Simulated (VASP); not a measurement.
# CaO (I4/mmm) in VASP: further runs

CaO is run at these levels: PBE; tasks: single point.

Program: VASP 6.6.1. These are calculated values, not measurements. Logs are shortened: lines on timing, memory, paths and dates and some standing lists are left out, and cuts for length are marked.

## (1) The cell of the first run

Symmetry: I4/mmm, No. 139, tetragonal system. Conventional cell: a = 3.740 Å, b = 3.740 Å, c = 4.898 Å, α = 90.00°, β = 90.00°, γ = 90.00°. Within 3.2 Å of Ca (site symmetry 4/mmm) lie 6 O at 2.45 to 2.64 Å. O (site symmetry 4/mmm) has 6 Ca at 2.45 to 2.64 Å within 3.2 Å.

## (2) Single point, PBE (strain +0.080 along x and y, +0.000 along z)

File INCAR:

```
SYSTEM = CaO
PREC = Accurate ; ENCUT = 600
EDIFF = 1E-6 ; ISMEAR = 0
SIGMA = 0.05 ; LREAL = .FALSE.
LASPH = .TRUE. ; NELM = 120
ALGO = Normal ; ISIF = 2
LWAVE = .FALSE. ; LCHARG = .TRUE.
GGA = PE ; LELF = .TRUE.
LVHAR = .TRUE. ; NBANDS = 15
GGA_COMPAT = .FALSE.
```

File KPOINTS:

```
Automatic mesh
0
G
  8 8 8
  0 0 0
```

File POSCAR:

```
CaO
1.0
    0.0000000000      2.6449200000      2.4490000000
    2.6449200000      0.0000000000      2.4490000000
    2.6449200000      2.6449200000      0.0000000000
Ca O
1 1
Direct
    0.0000000000      0.0000000000      0.0000000000
    0.5000000000      0.5000000000      0.5000000000
```

Potentials or basis: VASP PAW PBE potentials, release 64 (Ca_sv, O).

Started as:

```sh
> cat potpaw_PBE.64/Ca_sv/POTCAR potpaw_PBE.64/O/POTCAR > POTCAR
> mpirun -np 1 vasp_std > vasp.out
```

OUTCAR:

```text
SYSTEM = CaO
   PREC = Accurate
   ENCUT = 600
   EDIFF = 1E-6
   ISMEAR = 0
   LREAL = .FALSE.
   LASPH = .TRUE.
   NELM = 120
   ISIF = 2
   GGA = PE

 ion  position               nearest neighbor table
   1  0.000  0.000  0.000-   2 2.45   2 2.45
   2  0.500  0.500  0.500-   1 2.45   1 2.45

  LATTYP: Found a body centered tetragonal cell.
 ALAT       =     3.7404817354
 C/A-ratio  =     1.3094570022

  Lattice vectors:

 A1 = (   0.0000000000,  -2.6449200000,  -2.4490000000)
 A2 = (   0.0000000000,   2.6449200000,  -2.4490000000)
 A3 = (   2.6449200000,   0.0000000000,   2.4490000000)

Analysis of symmetry for initial positions (statically):
=====================================================================
 Subroutine PRICEL returns:
 Original cell was already a primitive cell.

 Routine SETGRP: Setting up the symmetry group for a
 body centered tetragonal supercell.

 Subroutine GETGRP returns: Found 16 space group operations
 (whereof 16 operations were pure point group operations)
 out of a pool of 16 trial point group operations.

The static configuration has the point symmetry D_4h.

Analysis of symmetry for dynamics (positions and initial velocities):
=====================================================================
 Subroutine PRICEL returns:
 Original cell was already a primitive cell.

 Routine SETGRP: Setting up the symmetry group for a
 body centered tetragonal supercell.

 Subroutine GETGRP returns: Found 16 space group operations
 (whereof 16 operations were pure point group operations)
 out of a pool of 16 trial point group operations.

The dynamic configuration has the point symmetry D_4h.

 Subroutine INISYM returns: Found 16 space group operations
 (whereof 16 operations are pure point group operations),
 and found     1 'primitive' translations

----------------------------------------------------------------------------------------

                                     Primitive cell

  volume of cell :      34.2645

  direct lattice vectors                    reciprocal lattice vectors
     0.000000000  2.644920000  2.449000000    -0.189041635  0.189041635  0.204164965
     2.644920000  0.000000000  2.449000000     0.189041635 -0.189041635  0.204164965
     2.644920000  2.644920000  0.000000000     0.189041635  0.189041635 -0.204164965

  length of vectors
     3.604608551  3.604608551  3.740481735     0.336387890  0.336387890  0.336387890

  position of ions in fractional coordinates (direct lattice)
     0.000000000  0.000000000  0.000000000
     0.500000000  0.500000000  0.500000000

  ion indices of the primitive-cell ions
   primitive index   ion index
                 1           1
                 2           2

----------------------------------------------------------------------------------------

 KPOINTS: Automatic mesh

Automatic generation of k-mesh.
 Grid dimensions read from file:
 generate k-points for:    8    8    8

 Generating k-lattice:

  Cartesian coordinates                     Fractional coordinates (reciprocal lattice)
    -0.023630204  0.023630204  0.025520621     0.125000000 -0.000000000  0.000000000
     0.023630204 -0.023630204  0.025520621    -0.000000000  0.125000000  0.000000000
     0.023630204  0.023630204 -0.025520621     0.000000000  0.000000000  0.125000000

  Length of vectors
     0.042048486  0.042048486  0.042048486

  Shift w.r.t. Gamma in fractional coordinates (k-lattice)
     0.000000000  0.000000000  0.000000000

 Subroutine IBZKPT returns following result:
 ===========================================

 Found     59 irreducible k-points:

 Following reciprocal coordinates:
            Coordinates               Weight
  0.000000  0.000000  0.000000      1.000000
  0.125000 -0.000000  0.000000      8.000000
  0.250000 -0.000000  0.000000      8.000000
  0.375000  0.000000  0.000000      8.000000
  0.500000 -0.000000  0.000000      4.000000
  0.125000  0.125000  0.000000      2.000000
[... 16 lines left out ...]
  0.250000 -0.000000  0.125000     16.000000
  0.375000  0.000000  0.125000     16.000000
 [... further k-points ...]
   k-points           NKPTS =     59   k-points in BZ     NKDIM =     59   number of bands    NBANDS=     15
   number of dos      NEDOS =    301   number of ions     NIONS =      2
   total plane-waves  NPLWV =  27000
   dimension x,y,z NGX =    30 NGY =   30 NGZ =   30
   dimension x,y,z NGXF=    60 NGYF=   60 NGZF=   60
   ions per type =               1   1
   NGX,Y,Z   is equivalent  to a cutoff of  13.84, 13.84, 13.33 a.u.
   NGXF,Y,Z  is equivalent  to a cutoff of  27.67, 27.67, 26.67 a.u.
 SYSTEM =  CaO
   PREC   = accura    normal or accurate (medium, high low for compatibility)
   ISTART =      0    job   : 0-new  1-cont  2-samecut
   ICHARG =      2    charge: 1-file 2-atom 10-const
   ISPIN  =      1    spin polarized calculation?
   LNONCOLLINEAR =      F non collinear calculations
   LSORBIT =      F    spin-orbit coupling
   LASPH  =      T    aspherical Exc in radial PAW
   ENCUT  =  600.0 eV  44.10 Ry    6.64 a.u.   7.20  7.20  7.47*2*pi/ulx,y,z
   NELM   =    120;   NELMIN=  2; NELMDL= -5     # of ELM steps
   EDIFF  = 0.1E-05   stopping-criterion for ELM
   LREAL  =      F    real-space projection
   EDIFFG = 0.1E-04   stopping-criterion for IOM
   NSW    =      0    number of steps for IOM
   IBRION =     -1    ionic relax: 0-MD 1-quasi-New 2-CG
   NFREE  =      0    steps in history (QN), initial steepest desc. (CG)
   ISIF   =      2    stress and relaxation
   ISYM   =      2    0-nonsym 1-usesym 2-fastsym
   POTIM  = 0.5000    time-step for ionic-motion
   TEBEG  =    0.0;   TEEND  =   0.0 temperature during run
   PSTRESS=    0.0 pullay stress
   NELECT =      16.0000    total number of electrons
   NUPDOWN=      -1.0000    fix difference up-down
   EMIN   =  10.00;   EMAX   =-10.00  energy-range for DOS
   EFERMI =   0.00;   METHOD = LEGACY
   ISMEAR =     0;   SIGMA  =   0.05  broadening in eV -4-tet -1-fermi 0-gaus
   EFERMI_NEDOS =   21; number of points for ismear=-14 and -15
   IALGO  =     38    algorithm
   IMIX   =      4    mixing-type and parameters
     AMIX     =   0.40;   BMIX     =  1.00
     AMIX_MAG =   1.60;   BMIX_MAG =  1.00
  volume/ion in A,a.u.               =      17.13       115.61
  Fermi-wavevector in a.u.,A,eV,Ry     =   1.270087  2.400117 21.947850  1.613121
  Thomas-Fermi vector in A             =   2.403093
   LORBIT       =      0    0 simple, 1 ext, 2 COOP (PROOUT), +10 PAW based schemes
   GGA     = PE    functional components
   LHFCALC =     F    Hartree Fock is set to
   AEXX    =    0.0000 exact exchange contribution
   IVDW    =     0    specifies the selected vdW correction
   LEPSILON=     F    determine dielectric tensor
   LRPA    =     F    only Hartree local field effects (RPA)
 non-spin polarized calculation
 Gauss-broadening in eV      SIGMA  =   0.05
  energy-cutoff  :      600.00
  volume of cell :       34.26
 maximum number of plane-waves:      1178
 NGX is ok and might be reduce to    30
   NGX = 15   NGY = 15   NGZ = 15

 number of electron      16.0000001 magnetization

 Free energy of the ion-electron system (eV)
  ---------------------------------------------------
  ext. energy  EPLUGINS =         0.00000000
  ---------------------------------------------------
  free energy    TOTEN  =       -12.50666044 eV

  energy without entropy =      -12.50666044  energy(sigma->0) =      -12.50666044

 E-fermi :   1.6812     XC(G=0):  -9.4861

 val. band max:        1.3331492782   @ k =   0.0000   0.0000   0.0000
 cond. band min:       4.4187491618   @ k =   0.0000   0.0000   0.0000
 fundamental gap:      3.0855998836
 Fermi energy:         1.6812170293

 k-point     1 :       0.0000    0.0000    0.0000
  band No.  band energies     occupation
      1     -37.2423      2.00000
      2     -18.1347      2.00000
      3     -18.1347      2.00000
      4     -18.0591      2.00000
      5     -13.8823      2.00000
      6       1.2606      2.00000
      7       1.2606      2.00000
      8       1.3331      2.00000
      9       4.4187      0.00000
     10       6.8476      0.00000
     11       6.8476      0.00000
     12       7.2259      0.00000
     13       7.8406      0.00000
     14       8.5318      0.00000
     15      15.0961      0.00000

 k-point     2 :       0.1250   -0.0000    0.0000
  band No.  band energies     occupation
      1     -37.2365      2.00000
      2     -18.1914      2.00000
      3     -18.1420      2.00000
      4     -18.0816      2.00000
      5     -13.7885      2.00000
      6       0.8064      2.00000
      7       1.1176      2.00000
      8       1.1553      2.00000
      9       5.0505      0.00000
     10       6.8874      0.00000
     11       7.0723      0.00000
     12       7.3193      0.00000
     13       8.0867      0.00000
     14       8.8145      0.00000
     15      15.4203      0.00000

 k-point     3 :       0.2500   -0.0000    0.0000
  band No.  band energies     occupation
      1     -37.2226      2.00000
      2     -18.3566      2.00000
      3     -18.1595      2.00000
      4     -18.0961      2.00000
      5     -13.5724      2.00000
      6      -0.0224      2.00000
      7       0.8054      2.00000
      8       0.8137      2.00000
      9       6.3273      0.00000
     10       6.9683      0.00000
     11       7.6516      0.00000
     12       7.7492      0.00000
     13       8.6968      0.00000
     14       9.4875      0.00000
     15      15.0243      0.00000
[... 343 lines left out ...]
 k-point    23 :       0.2500   -0.0000    0.1250
  band No.  band energies     occupation
      1     -37.2245      2.00000
      2     -18.3023      2.00000
      3     -18.1606      2.00000
      4     -18.0998      2.00000
      5     -13.6653      2.00000
      6       0.0966      2.00000
      7       0.9391      2.00000
      8       1.0279      2.00000
      9       6.1272      0.00000
     10       6.3990      0.00000
     11       7.7496      0.00000
     12       7.9470      0.00000
     13       8.7150      0.00000
     14       9.0856      0.00000
     15      15.6795      0.00000

 k-point    24 :       0.3750    0.0000    0.1250
  band No.  band energies     occupation
      1     -37.2106      2.00000
      2     -18.4441      2.00000
      3     -18.1835      2.00000
      4     -18.1173      2.00000
      5     -13.4777      2.00000
      6      -0.4019      2.00000
      7       0.5624      2.00000
      8       0.7152      2.00000
      9       6.6803      0.00000
     10       7.3173      0.00000
     11       8.2439      0.00000
     12       8.4334      0.00000
     13       9.4215      0.00000
     14       9.6986      0.00000
     15      14.0874      0.00000

 [... further k-points ...]

------------------------ aborting loop because EDIFF is reached ----------------------------------------

  FORCE on cell =-STRESS in cart. coord.  units (eV):
  Direction    XX          YY          ZZ          XY          YZ          ZX
  --------------------------------------------------------------------------------------
  -------------------------------------------------------------------------------------
  Total       -2.9000257     -2.9000257     -2.2241607      0.0000000      0.0000000      0.0000000
  in kB     -135.6027736   -135.6027736   -103.9998910      0.0000000      0.0000000      0.0000000
  external PRESSURE =    -125.0684794 kB  Pullay stress =       0.0000000 kB

 VOLUME and BASIS-vectors are now :
 -----------------------------------------------------------------------------
  energy-cutoff  :      600.00
  volume of cell :       34.26
      direct lattice vectors                 reciprocal lattice vectors
     0.000000000  2.644920000  2.449000000    -0.189041635  0.189041635  0.204164965
     2.644920000  0.000000000  2.449000000     0.189041635 -0.189041635  0.204164965
     2.644920000  2.644920000  0.000000000     0.189041635  0.189041635 -0.204164965

 POSITION                                       TOTAL-FORCE (eV/Angst)
 -----------------------------------------------------------------------------------
      0.00000      0.00000      0.00000         0.000000      0.000000      0.000000
      2.64492      2.64492      2.44900        -0.000000      0.000000     -0.000000
 -----------------------------------------------------------------------------------
    total drift:                                0.000000      0.000000      0.000000

  FREE ENERGIE OF THE ION-ELECTRON SYSTEM (eV)
  ---------------------------------------------------
  free  energy   TOTEN  =       -12.5066604422 eV

  energy  without entropy=      -12.5066604422  energy(sigma->0) =      -12.50666044
```

It took 71 s on 1 thread of Intel Xeon 8259CL, shared host; peak memory 0.19 GiB.

Results:

```
Free energy            : -12.5067 eV
Pressure               : -12.5 GPa
Band gap on the k mesh : 3.09 eV
```

Stress tensor (GPa, compression positive):
```
-13.56   0.00   0.00
  0.00 -13.56   0.00
  0.00   0.00 -10.40
```

Levels at points of the mesh, in eV from the valence-band top:
| k point | band 5 | band 6 | band 7 | band 8 | band 9 | band 10 | band 11 | band 12 |
| --- | --- | --- | --- | --- | --- | --- | --- | --- |
| (0.00, 0.00, 0.00) | -15.22 | -0.07 | -0.07 | 0.00 | 3.09 | 5.51 | 5.51 | 5.89 |
| (0.50, 0.00, 0.00) | -14.62 | -2.23 | -0.94 | -0.91 | 6.03 | 6.93 | 7.22 | 7.23 |
| (0.50, 0.50, 0.00) | -15.00 | -1.14 | -0.53 | -0.53 | 3.42 | 6.67 | 7.67 | 8.14 |
| (0.50, 0.00, 0.50) | -15.02 | -1.43 | -0.38 | -0.36 | 3.66 | 6.47 | 7.77 | 7.90 |

Caveat: the cell differs from its parent crystal (strain +0.080 along x and y, +0.000 along z); the cell stands under tension.

(Continued in part 2 of 2.)
